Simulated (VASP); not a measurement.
SiSbTe2:

```
Si Sb Te
1.0
     3.99633    0.00000    0.00000
     0.00000    3.99633    0.00000
     0.00000    0.00000    8.41333
Si Sb Te
1 1 2
Direct
  0.00000 0.00000 0.00000
  0.50000 0.50000 0.50000
  0.50000 0.00000 0.78193
  0.00000 0.50000 0.21807
```

```yaml
Program: VASP 6.6.1
Task: relaxation of cell and atoms
Functional: PBE
Potentials_or_basis: VASP PAW PBE potentials, release 64 (Si, Sb, Te)
Cutoff: 600 eV
k_mesh: 12 × 12 × 6
Occupations: gaussian, width 0.1 eV
Spin: no spin polarisation
```

At the start: pressure -0.3 GPa; volume 33.59 Å³/atom.

Task: Where does the relaxation end?

Result: Over 7 steps the energy falls by 5.5 meV/atom and the volume is 32.60 Å³/atom (-3.0 %); space group P-4m2 (No. 115, to 0.05 Å).

Step by step:
| step | energy change (eV) | largest force (eV/Å) | pressure (GPa) | volume (Å³) |
| --- | --- | --- | --- | --- |
| 1 | 0.0000 | 0.0090 | -0.30 | 134.37 |
| 2 | -0.0124 | 0.0254 | -0.29 | 133.14 |
| 3 | -0.0207 | 0.0559 | -0.24 | 131.12 |
| 4 | -0.0211 | 0.0324 | 0.23 | 129.72 |
| 5 | -0.0214 | 0.0424 | 0.04 | 130.30 |
| 6 | -0.0216 | 0.0284 | 0.03 | 130.33 |
| 7 | -0.0218 | 0.0007 | 0.01 | 130.40 |

Final structure:
```cif
data_structure
_symmetry_space_group_name_H-M 'P 1'
_symmetry_Int_Tables_number 1
_cell_length_a 3.9042
_cell_length_b 3.9042
_cell_length_c 8.5550
_cell_angle_alpha 90.000
_cell_angle_beta 90.000
_cell_angle_gamma 90.000
_cell_volume 130.40
loop_
_atom_site_label
_atom_site_type_symbol
_atom_site_fract_x
_atom_site_fract_y
_atom_site_fract_z
_atom_site_occupancy
Si1 Si 0.00000 0.00000 0.00000 1
Sb1 Sb 0.50000 0.50000 0.50000 1
Te1 Te 0.50000 0.00000 0.78335 1
Te2 Te 0.00000 0.50000 0.21665 1
```
